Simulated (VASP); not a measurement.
# Zn (P-1) in VASP: electric field gradients with PBE

Aim: the electric field gradients of Zn with PBE.

Program: VASP 6.6.1. These are calculated values, not measurements. Logs are shortened: lines on timing, memory, paths and dates and some standing lists are left out, and cuts for length are marked.

**1. The cell of the first run**

The typed cell holds 2 atoms: a = 2.665 Å, b = 2.630 Å, c = 4.948 Å, α = 89.36°, β = 88.27°, γ = 118.70°.

**2. Electric field gradients, PBE (equal xy, yz and zx shear strains of +3 %)**

INCAR reads:

```
SYSTEM = Zn
PREC = Accurate
ENCUT = 520
EDIFF = 1E-8
ISMEAR = -1
SIGMA = 0.03
LREAL = .False.
LASPH = .True.
NELM = 80
ALGO = Normal
ISIF = 2
LWAVE = .False.
LCHARG = .False.
GGA = PE
LEFG = .True.
NBANDS = 19
```

KPOINTS reads:

```
Automatic mesh
0
Gamma
  18 18 8
  0 0 0
```

POSCAR reads:

```
Zn
1.0
    2.6647980532      0.0399719708      0.0399719708
   -1.2977822844      2.2877968246      0.0146307568
    0.0742005000      0.0742005000      4.9467000000
Zn
2
Direct
    0.3333333333      0.6666666667      0.2500000000
    0.6666666667      0.3333333333      0.7500000000
```

Potentials or basis: VASP PAW PBE potentials, release 64 (Zn).

On the command line:

```bash
> cat potpaw_PBE.64/Zn/POTCAR > POTCAR
> mpirun -np 1 vasp_std > vasp.out
```

OUTCAR:

```text
SYSTEM = Zn
   PREC = Accurate
   ENCUT = 520
   EDIFF = 1E-8
   ISMEAR = -1
   LREAL = .False.
   LASPH = .True.
   NELM = 80
   ISIF = 2
   GGA = PE

 ion  position               nearest neighbor table
   1  0.333  0.667  0.250-   2 2.87   2 2.87   2 2.89   2 2.92   2 2.95   2 2.98
   2  0.667  0.333  0.750-   1 2.87   1 2.87   1 2.89   1 2.92   1 2.95   1 2.98

  LATTYP: Found a triclinic cell.
 ALAT       =     2.7000409506
 B/A-ratio  =     0.9741696453
 C/A-ratio  =     1.8324954965
 COS(alpha) =     0.0112057055
 COS(beta)  =     0.0407400298
 COS(gamma) =     0.5001712246

  Lattice vectors:

 A1 = (   1.3670157688,   2.3277687954,   0.0546027276)
 A2 = (  -1.2977822844,   2.2877968246,   0.0146307568)
 A3 = (   0.0742005000,   0.0742005000,   4.9467000000)

Analysis of symmetry for initial positions (statically):
=====================================================================
 Subroutine PRICEL returns:
 Original cell was already a primitive cell.

 Routine SETGRP: Setting up the symmetry group for a
 triclinic supercell.

 Subroutine GETGRP returns: Found  2 space group operations
 (whereof  2 operations were pure point group operations)
 out of a pool of  2 trial point group operations.

The static configuration has the point symmetry S_2 .

Analysis of symmetry for dynamics (positions and initial velocities):
=====================================================================
 Subroutine PRICEL returns:
 Original cell was already a primitive cell.

 Routine SETGRP: Setting up the symmetry group for a
 triclinic supercell.

 Subroutine GETGRP returns: Found  2 space group operations
 (whereof  2 operations were pure point group operations)
 out of a pool of  2 trial point group operations.

The dynamic configuration has the point symmetry S_2 .

 Subroutine INISYM returns: Found  2 space group operations
 (whereof  2 operations are pure point group operations),
 and found     1 'primitive' translations

----------------------------------------------------------------------------------------

                                     Primitive cell

  volume of cell :      30.4008

  direct lattice vectors                    reciprocal lattice vectors
     2.664798053  0.039971971  0.039971971     0.372226140  0.211206050 -0.008751483
    -1.297782284  2.287796825  0.014630757    -0.006406530  0.433508536 -0.006406530
     0.074200500  0.074200500  4.946700000    -0.002988837 -0.002988837  0.202244637

  length of vectors
     2.665397565  2.630297935  4.947812882     0.428061775  0.433603203  0.202288802

  position of ions in fractional coordinates (direct lattice)
     0.333333333  0.666666667  0.250000000
     0.666666667  0.333333333  0.750000000

  ion indices of the primitive-cell ions
   primitive index   ion index
                 1           1
                 2           2

----------------------------------------------------------------------------------------

 KPOINTS: Automatic mesh

Automatic generation of k-mesh.
 Grid dimensions read from file:
 generate k-points for:   18   18    8

 Generating k-lattice:

  Cartesian coordinates                     Fractional coordinates (reciprocal lattice)
     0.020679230  0.011733669 -0.000486193     0.055555556  0.000000000 -0.000000000
    -0.000355918  0.024083808 -0.000355918    -0.000000000  0.055555556 -0.000000000
    -0.000373605 -0.000373605  0.025280580    -0.000000000 -0.000000000  0.125000000

  Length of vectors
     0.023781210  0.024089067  0.025286100

  Shift w.r.t. Gamma in fractional coordinates (k-lattice)
     0.000000000  0.000000000  0.000000000

 Subroutine IBZKPT returns following result:
 ===========================================

 Found   1300 irreducible k-points:

 Following reciprocal coordinates:
            Coordinates               Weight
  0.000000  0.000000  0.000000      1.000000
  0.055556  0.000000 -0.000000      2.000000
  0.111111  0.000000 -0.000000      2.000000
  0.166667 -0.000000 -0.000000      2.000000
  0.222222  0.000000 -0.000000      2.000000
  0.277778 -0.000000 -0.000000      2.000000
[... 16 lines left out ...]
 -0.333333  0.055556  0.000000      2.000000
 -0.277778  0.055556  0.000000      2.000000
 [... further k-points ...]
   k-points           NKPTS =   1300   k-points in BZ     NKDIM =   1300   number of bands    NBANDS=     19
   number of dos      NEDOS =    301   number of ions     NIONS =      2
   total plane-waves  NPLWV =  16000
   dimension x,y,z NGX =    20 NGY =   20 NGZ =   40
   dimension x,y,z NGXF=    40 NGYF=   40 NGZF=   80
   ions per type =               2
   NGX,Y,Z   is equivalent  to a cutoff of  12.47, 12.64, 13.44 a.u.
   NGXF,Y,Z  is equivalent  to a cutoff of  24.95, 25.28, 26.88 a.u.
 SYSTEM =  Zn
   PREC   = accura    normal or accurate (medium, high low for compatibility)
   ISTART =      0    job   : 0-new  1-cont  2-samecut
   ICHARG =      2    charge: 1-file 2-atom 10-const
   ISPIN  =      1    spin polarized calculation?
   LNONCOLLINEAR =      F non collinear calculations
   LSORBIT =      F    spin-orbit coupling
   LASPH  =      T    aspherical Exc in radial PAW
   ENCUT  =  520.0 eV  38.22 Ry    6.18 a.u.   4.96  4.89  9.20*2*pi/ulx,y,z
   NELM   =     80;   NELMIN=  2; NELMDL= -5     # of ELM steps
   EDIFF  = 0.1E-07   stopping-criterion for ELM
   LREAL  =      F    real-space projection
   EDIFFG = 0.1E-06   stopping-criterion for IOM
   NSW    =      0    number of steps for IOM
   IBRION =     -1    ionic relax: 0-MD 1-quasi-New 2-CG
   NFREE  =      0    steps in history (QN), initial steepest desc. (CG)
   ISIF   =      2    stress and relaxation
   ISYM   =      2    0-nonsym 1-usesym 2-fastsym
   POTIM  = 0.5000    time-step for ionic-motion
   TEBEG  =    0.0;   TEEND  =   0.0 temperature during run
   PSTRESS=    0.0 pullay stress
   NELECT =      24.0000    total number of electrons
   NUPDOWN=      -1.0000    fix difference up-down
   EMIN   =  10.00;   EMAX   =-10.00  energy-range for DOS
   EFERMI =   0.00;   METHOD = LEGACY
   ISMEAR =    -1;   SIGMA  =   0.03  broadening in eV -4-tet -1-fermi 0-gaus
   EFERMI_NEDOS =   21; number of points for ismear=-14 and -15
   IALGO  =     38    algorithm
   IMIX   =      4    mixing-type and parameters
     AMIX     =   0.40;   BMIX     =  1.00
     AMIX_MAG =   1.60;   BMIX_MAG =  1.00
  volume/ion in A,a.u.               =      15.20       102.58
  Fermi-wavevector in a.u.,A,eV,Ry     =   1.513040  2.859231 31.147682  2.289290
  Thomas-Fermi vector in A             =   2.622884
   LORBIT       =      0    0 simple, 1 ext, 2 COOP (PROOUT), +10 PAW based schemes
   GGA     = PE    functional components
   LHFCALC =     F    Hartree Fock is set to
   AEXX    =    0.0000 exact exchange contribution
   IVDW    =     0    specifies the selected vdW correction
   LEPSILON=     F    determine dielectric tensor
   LRPA    =     F    only Hartree local field effects (RPA)
 non-spin polarized calculation
  energy-cutoff  :      520.00
  volume of cell :       30.40
 maximum number of plane-waves:       839
   NGX =  9   NGY =  9   NGZ = 19

 number of electron      24.0000009 magnetization

 Free energy of the ion-electron system (eV)
  ---------------------------------------------------
  ext. energy  EPLUGINS =         0.00000000
  ---------------------------------------------------
  free energy    TOTEN  =        -2.20894824 eV

  energy without entropy =       -2.20771627  energy(sigma->0) =       -2.20833225

 E-fermi :   3.1669     XC(G=0): -11.5545

 val. band max:        3.1641560870   @ k =  -0.4444  -0.1111   0.3750
 cond. band min:       3.1710440243   @ k =  -0.2222  -0.0000   0.1250
 fundamental gap:      0.0068879373
 Fermi energy:         3.1669098204

 k-point     1 :       0.0000    0.0000    0.0000
  band No.  band energies     occupation
      1      -7.2898      2.00000
      2      -5.4921      2.00000
      3      -4.8027      2.00000
      4      -4.6322      2.00000
      5      -4.5800      2.00000
      6      -4.5050      2.00000
[... 11 lines left out ...]
     18      21.6904      0.00000
     19      22.4968      0.00000

 k-point     2 :       0.0556    0.0000   -0.0000
  band No.  band energies     occupation
      1      -7.2007      2.00000
      2      -5.4543      2.00000
      3      -4.7953      2.00000
      4      -4.6365      2.00000
      5      -4.5853      2.00000
      6      -4.4871      2.00000
[... 476 lines left out ...]
 k-point    24 :      -0.2778    0.0556    0.0000
  band No.  band energies     occupation
      1      -5.6414      2.00000
      2      -5.1021      2.00000
      3      -4.7138      2.00000
      4      -4.6771      2.00000
      5      -4.6411      2.00000
      6      -4.4091      2.00000
[... 11 lines left out ...]
     18      19.1811      0.00000
     19      20.1024      0.00000

 [... further k-points ...]
[... 5 lines left out ...]
  --------------------------------------------------------------------------------------
  -------------------------------------------------------------------------------------
  Total       -0.0601434      0.0667394      0.1376402     -0.2037137     -0.1355198     -0.1469293
  in kB       -3.1696693      3.5172917      7.2538983    -10.7360935     -7.1421486     -7.7434510
  external PRESSURE =       2.5338402 kB  Pullay stress =       0.0000000 kB

 VOLUME and BASIS-vectors are now :
 -----------------------------------------------------------------------------
  energy-cutoff  :      520.00
  volume of cell :       30.40
      direct lattice vectors                 reciprocal lattice vectors
     2.664798053  0.039971971  0.039971971     0.372226140  0.211206050 -0.008751483
    -1.297782284  2.287796825  0.014630757    -0.006406530  0.433508536 -0.006406530
     0.074200500  0.074200500  4.946700000    -0.002988837 -0.002988837  0.202244637

 POSITION                                       TOTAL-FORCE (eV/Angst)
 -----------------------------------------------------------------------------------
      0.04163      1.55707      1.25975         0.017522      0.004352      0.000197
      1.39959      0.84490      3.74155        -0.017522     -0.004352     -0.000197
 -----------------------------------------------------------------------------------
    total drift:                                0.000000     -0.000000      0.000000

  FREE ENERGIE OF THE ION-ELECTRON SYSTEM (eV)
  ---------------------------------------------------
  free  energy   TOTEN  =        -2.2089482446 eV

  energy  without entropy=       -2.2077162652  energy(sigma->0) =       -2.20833225

 Electric field gradients (V/A^2)
---------------------------------------------------------------------
 ion       V_xx      V_yy      V_zz      V_xy      V_xz      V_yz
---------------------------------------------------------------------
   1     -16.232   -19.007    35.239     5.097     2.017     1.693
   2     -16.232   -19.007    35.239     5.097     2.017     1.693
---------------------------------------------------------------------

 Electric field gradients after diagonalization (V/A^2)
 (convention: |V_zz| > |V_xx| > |V_yy|)
----------------------------------------------------------------------
 ion       V_xx      V_yy      V_zz     asymmetry (V_yy - V_xx)/ V_zz
----------------------------------------------------------------------
   1     -22.903   -12.482    35.385       0.295
   2     -22.903   -12.482    35.385       0.295
----------------------------------------------------------------------

           NMR quadrupolar parameters

 Cq : quadrupolar parameter    Cq=e*Q*V_zz/h
 eta: asymmetry parameters     (V_yy - V_xx)/ V_zz
 Q  : nuclear electric quadrupole moment in mb (millibarn)
----------------------------------------------------------------------
 ion       Cq(MHz)       eta       Q (mb)
----------------------------------------------------------------------
   1       0.086       0.295       1.000
   2       0.086       0.295       1.000
----------------------------------------------------------------------
```

Run time: 8.5 min. Hardware: 1 thread of Intel Xeon Platinum 8275CL at 3.00GHz (Skylake/Cascade Lake), shared host; peak memory 0.65 GiB.

What came out:

```
Free energy                             : -2.2089 eV
Pressure                                : 0.3 GPa
Largest force                           : 0.018 eV/Å
Band gap on the k mesh                  : zero (bands 12 and 13 overlap by 4.73 eV)
Largest electric field gradient by atom : Zn +35.4 V/Å²
```

Forces in eV/Å, atoms in the order of the input:
```
Zn   0.018  0.004  0.000
Zn  -0.018 -0.004  0.000
```

Electric field gradients, principal values (V/Å²):
```csv
atom,least,middle,greatest (by size)
1 Zn,-12.482,-22.903,35.385
2 Zn,-12.482,-22.903,35.385
```

Caveat: the cell differs from its parent crystal (equal xy, yz and zx shear strains of +3 %); without QUAD_EFG the Cq values of the log hold for a quadrupole moment of 1 mb, not for the nuclei.
